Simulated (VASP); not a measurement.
Set up this calculation in VASP 6.6.1, as the native input.

```
Task                   : single point
Functional             : PBE
Potentials or basis    : VASP PAW PBE potentials, release 64 (Re, W_sv)
Cutoff                 : 520 eV
k mesh                 : 9 × 9 × 1
Occupations            : fermi-dirac, width 0.08 eV
Spin                   : no spin polarisation
Dipole correction      : yes
Further INCAR settings : ALGO = Normal; EDIFF = 1e-07; NBANDS = 40
```

The structure of ReW4 lies in POSCAR:

```
ReW4
1.0
    4.5020337152      0.0000000000      0.0000000000
   -2.2510168576      3.8988755660      0.0000000000
    0.0000000000      0.0000000000     19.6759000000
Re W
1 4
Direct
    0.8333333333      0.1666666667      0.4198109027
    0.1666666667      0.8333333333      0.4561351372
    0.5000000000      0.5000000000      0.4999999946
    0.8333333333      0.1666666667      0.5438648734
    0.1666666667      0.8333333333      0.5801890921
```

These files were run (other wordings do the same):

INCAR

```
SYSTEM = ReW4
  ALGO = Normal
  DIPOL = 0.5 0.5 0.500
  EDIFF = 1E-7
  ENCUT = 520
  GGA = PE
  IDIPOL = 3
  ISIF = 2
  ISMEAR = -1
  LASPH = .TRUE.
  LCHARG = .FALSE.
  LDIPOL = .TRUE.
  LREAL = .FALSE.
  LWAVE = .FALSE.
  NBANDS = 40
  NELM = 80
  PREC = Accurate
  SIGMA = 0.08
```

KPOINTS

```
k-points
0
G
  9 9 1
  0 0 0
```

Potentials or basis: VASP PAW PBE potentials, release 64 (Re, W_sv).

Launch:

```console
$ cat potpaw_PBE.64/Re/POTCAR potpaw_PBE.64/W_sv/POTCAR > POTCAR
$ mpirun -np 1 vasp_std > vasp.out
```

It gave:

```json
{
 "Largest force": "1.136 eV/Å",
 "Band gap on the k mesh": "zero (an odd number of electrons rules out a gap without spin polarisation)"
}
```

Caveat: spin-orbit coupling is left out, which moves the levels of the heavy elements.

It took 15 min on 1 thread of Intel Xeon 8259CL, on a shared host, peak memory 0.55 GiB.
